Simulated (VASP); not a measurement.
# SnO (Fm-3m) in VASP: single point with HSE06

Aim: the single point of SnO with HSE06.

All numbers are computed with VASP 6.6.1; they aren't measurements. Logs are shortened: lines on timing, memory, paths and dates and some standing lists are left out, and cuts for length are marked.

## Step 1: The cell of the first run

Symmetry: Fm-3m, No. 225, cubic system. Conventional cell: a = 5.074 Å, b = 5.074 Å, c = 5.074 Å, α = 90.00°, β = 90.00°, γ = 90.00°. Within 3.3 Å of Sn (site symmetry m-3m) lie 6 O at 2.54 Å. Within 3.3 Å of O (site symmetry m-3m) lie 6 Sn at 2.54 Å.

## Step 2: Single point, HSE06

The input, POSCAR:

```
SnO
1.0
    0.0000000000      2.5369732561      2.5369732561
    2.5369732561      0.0000000000      2.5369732561
    2.5369732561      2.5369732561      0.0000000000
Sn O
1 1
Direct
    0.0000000000      0.0000000000      0.0000000000
    0.5000000000      0.5000000000      0.5000000000
```

The input, INCAR.step1:

```
PREC = Accurate
ENCUT = 1000
EDIFF = 1E-5
ISMEAR = 0
SIGMA = 0.01
LREAL = F
LASPH = T
NELM = 120
ALGO = Normal
ISIF = 2
LWAVE = T
LCHARG = F
NBANDS = 17
GGA = PE
GGA_COMPAT = F
```

The input, INCAR.step2:

```
PREC = Accurate
ENCUT = 1000
EDIFF = 1E-6
ISMEAR = 0
SIGMA = 0.01
LREAL = F
LASPH = T
NELM = 120
ALGO = Normal
ISIF = 2
LWAVE = F
LCHARG = F
GGA = PE
LHFCALC = T
HFSCREEN = 0.2079
PRECFOCK = Normal
NBANDS = 17
ISTART = 1
GGA_COMPAT = F
```

The input, KPOINTS:

```
Automatic mesh
0
Gamma
  4 4 4
```

Potentials or basis: VASP PAW PBE potentials, release 64 (Sn_d, O_h).

Run with:

```sh
cat potpaw_PBE.64/Sn_d/POTCAR potpaw_PBE.64/O_h/POTCAR > POTCAR
cp INCAR.step1 INCAR
mpirun -np 1 vasp_std > vasp.out
cp INCAR.step2 INCAR
mpirun -np 1 vasp_std > vasp.out
```

OUTCAR:

```text
PREC = Accurate
   ENCUT = 1000
   EDIFF = 1E-6
   ISMEAR = 0
   LREAL = F
   LASPH = T
   NELM = 120
   ISIF = 2
   GGA = PE
   LHFCALC = T
   HFSCREEN = 0.2079
   PRECFOCK = Normal
   ISTART = 1

 ion  position               nearest neighbor table
   1  0.000  0.000  0.000-   2 2.54   2 2.54   2 2.54   2 2.54   2 2.54   2 2.54
   2  0.500  0.500  0.500-   1 2.54   1 2.54   1 2.54   1 2.54   1 2.54   1 2.54

  LATTYP: Found a face centered cubic cell.
 ALAT       =     5.0739465122

  Lattice vectors:

 A1 = (   0.0000000000,   2.5369732561,   2.5369732561)
 A2 = (   2.5369732561,   0.0000000000,   2.5369732561)
 A3 = (   2.5369732561,   2.5369732561,   0.0000000000)

Analysis of symmetry for initial positions (statically):
=====================================================================
 Subroutine PRICEL returns:
 Original cell was already a primitive cell.

 Routine SETGRP: Setting up the symmetry group for a
 face centered cubic supercell.

 Subroutine GETGRP returns: Found 48 space group operations
 (whereof 48 operations were pure point group operations)
 out of a pool of 48 trial point group operations.

The static configuration has the point symmetry O_h .

Analysis of symmetry for dynamics (positions and initial velocities):
=====================================================================
 Subroutine PRICEL returns:
 Original cell was already a primitive cell.

 Routine SETGRP: Setting up the symmetry group for a
 face centered cubic supercell.

 Subroutine GETGRP returns: Found 48 space group operations
 (whereof 48 operations were pure point group operations)
 out of a pool of 48 trial point group operations.

The dynamic configuration has the point symmetry O_h .

 Subroutine INISYM returns: Found 48 space group operations
 (whereof 48 operations are pure point group operations),
 and found     1 'primitive' translations

----------------------------------------------------------------------------------------

                                     Primitive cell

  volume of cell :      32.6571

  direct lattice vectors                    reciprocal lattice vectors
     0.000000000  2.536973256  2.536973256    -0.197085247  0.197085247  0.197085247
     2.536973256  0.000000000  2.536973256     0.197085247 -0.197085247  0.197085247
     2.536973256  2.536973256  0.000000000     0.197085247  0.197085247 -0.197085247
[... 73 lines left out ...]
   ISIF   =      2    stress and relaxation
   ISYM   =      3    0-nonsym 1-usesym 2-fastsym
   POTIM  = 0.5000    time-step for ionic-motion
   TEBEG  =    0.0;   TEEND  =   0.0 temperature during run
   PSTRESS=    0.0 pullay stress
   NELECT =      20.0000    total number of electrons
   NUPDOWN=      -1.0000    fix difference up-down
   EMIN   =  10.00;   EMAX   =-10.00  energy-range for DOS
   EFERMI =   0.00;   METHOD = LEGACY
   ISMEAR =     0;   SIGMA  =   0.01  broadening in eV -4-tet -1-fermi 0-gaus
   EFERMI_NEDOS =   21; number of points for ismear=-14 and -15
   IALGO  =     38    algorithm
   IMIX   =      1    mixing-type and parameters
     AMIX     =   0.40;   BMIX     =  1.00
     AMIX_MAG =   1.60;   BMIX_MAG =  1.00
  volume/ion in A,a.u.               =      16.33       110.19
  Fermi-wavevector in a.u.,A,eV,Ry     =   1.390248  2.627188 26.297197  1.932789
  Thomas-Fermi vector in A             =   2.514201
   LORBIT       =      0    0 simple, 1 ext, 2 COOP (PROOUT), +10 PAW based schemes
   GGA     = PE    functional components
   LHFCALC =     T    Hartree Fock is set to
   PRECFOCK=normal    Normal, Fast or Accurate (Low or Medium for compatibility)
   ENCUT4O =  -1.0   cutoff for four orbital integrals eV
   NKREDX  =     1    reduce k-point grid by
   NKREDY  =     1    reduce k-point grid by
   NKREDZ  =     1    reduce k-point grid by
   AEXX    =    0.2500 exact exchange contribution
   HFSCREEN=    0.2079 screening length (either q_TF or 0.3 A-1)
   HFSCREENC=   0.2079 screening length for correlation (either q_TF or 0.3 A-1)
   ENCUTFOCK=  -1.0 apply spherical cutoff to Coloumb kernel
   IVDW    =     0    specifies the selected vdW correction
   LEPSILON=     F    determine dielectric tensor
   LRPA    =     F    only Hartree local field effects (RPA)
 non-spin polarized calculation
 Gauss-broadening in eV      SIGMA  =   0.01
  energy-cutoff  :     1000.00
  volume of cell :       32.66
 maximum number of plane-waves:      2397
 NGX is ok and might be reduce to    40
  NGX = 28; NGY = 28; NGZ = 28

 number of electron      19.9999999 magnetization

 Free energy of the ion-electron system (eV)
  ---------------------------------------------------
  ext. energy  EPLUGINS =         0.00000000
  ---------------------------------------------------
  free energy    TOTEN  =       -12.81669578 eV

  energy without entropy =      -12.81669578  energy(sigma->0) =      -12.81669578

 E-fermi :   7.5097     XC(G=0):  -8.9415

 val. band max:        7.4265894217   @ k =  -0.2500   0.2500   0.0000
 cond. band min:       8.7172893404   @ k =   0.5000   0.0000   0.0000
 fundamental gap:      1.2906999188
 Fermi energy:         7.5097112624

 k-point     1 :       0.0000    0.0000    0.0000
  band No.  band energies     occupation
      1     -15.9206      2.00000
      2     -15.9206      2.00000
      3     -15.9206      2.00000
      4     -15.8661      2.00000
      5     -15.8661      2.00000
      6     -13.2077      2.00000
[... 137 lines left out ...]
      4     -15.8624      2.00000
      5     -15.8226      2.00000
      6     -12.1039      2.00000
[... 9 lines left out ...]
     16      24.9889      0.00000
     17      26.3250      0.00000

------------------------ aborting loop because EDIFF is reached ----------------------------------------

  FORCE on cell =-STRESS in cart. coord.  units (eV):
  Direction    XX          YY          ZZ          XY          YZ          ZX
  --------------------------------------------------------------------------------------
  -------------------------------------------------------------------------------------
  Total       -0.2133561     -0.2133561     -0.2133561      0.0000000      0.0000000      0.0000000
  in kB      -10.4673788    -10.4673788    -10.4673788      0.0000000      0.0000000      0.0000000
  external PRESSURE =     -10.4673788 kB  Pullay stress =       0.0000000 kB

 VOLUME and BASIS-vectors are now :
 -----------------------------------------------------------------------------
  energy-cutoff  :     1000.00
  volume of cell :       32.66
      direct lattice vectors                 reciprocal lattice vectors
     0.000000000  2.536973256  2.536973256    -0.197085247  0.197085247  0.197085247
     2.536973256  0.000000000  2.536973256     0.197085247 -0.197085247  0.197085247
     2.536973256  2.536973256  0.000000000     0.197085247  0.197085247 -0.197085247

 POSITION                                       TOTAL-FORCE (eV/Angst)
 -----------------------------------------------------------------------------------
      0.00000      0.00000      0.00000         0.000000     -0.000000     -0.000000
      2.53697      2.53697      2.53697         0.000000      0.000000      0.000000
 -----------------------------------------------------------------------------------
    total drift:                               -0.000000      0.000003     -0.000002

  FREE ENERGIE OF THE ION-ELECTRON SYSTEM (eV)
  ---------------------------------------------------
  free  energy   TOTEN  =       -12.8166957809 eV

  energy  without entropy=      -12.8166957809  energy(sigma->0) =      -12.81669578
```

OUTCAR.step1:

```text
PREC = Accurate
   ENCUT = 1000
   EDIFF = 1E-5
   ISMEAR = 0
   LREAL = F
   LASPH = T
[... 362 lines left out ...]
 -----------------------------------------------------------------------------------
      0.00000      0.00000      0.00000        -0.000000     -0.000000      0.000000
      2.53697      2.53697      2.53697         0.000000      0.000000     -0.000000
 -----------------------------------------------------------------------------------
    total drift:                                0.000000     -0.000000      0.000000

  FREE ENERGIE OF THE ION-ELECTRON SYSTEM (eV)
  ---------------------------------------------------
  free  energy   TOTEN  =       -10.5128461860 eV

  energy  without entropy=      -10.5128461860  energy(sigma->0) =      -10.51284619
```

Run time: 19 min. Hardware: 1 thread of Intel Xeon Platinum 8375C at 2.90GHz (Ice Lake), shared host; peak memory 0.36 GiB.

What came out:

| Quantity | Value |
| --- | --- |
| Free energy | -12.8167 eV |
| Pressure | -1.0 GPa |
| Band gap on the k mesh | 1.29 eV (least direct gap 1.46 eV) |

Caveat: the k points lie up to 0.54 Å⁻¹ apart; the structure was generated, so it needn't be the stable form of SnO; the PAW data sets were made with another functional, which shifts forces and pressure a little; spin-orbit coupling is left out, which moves the levels of the heavy elements.
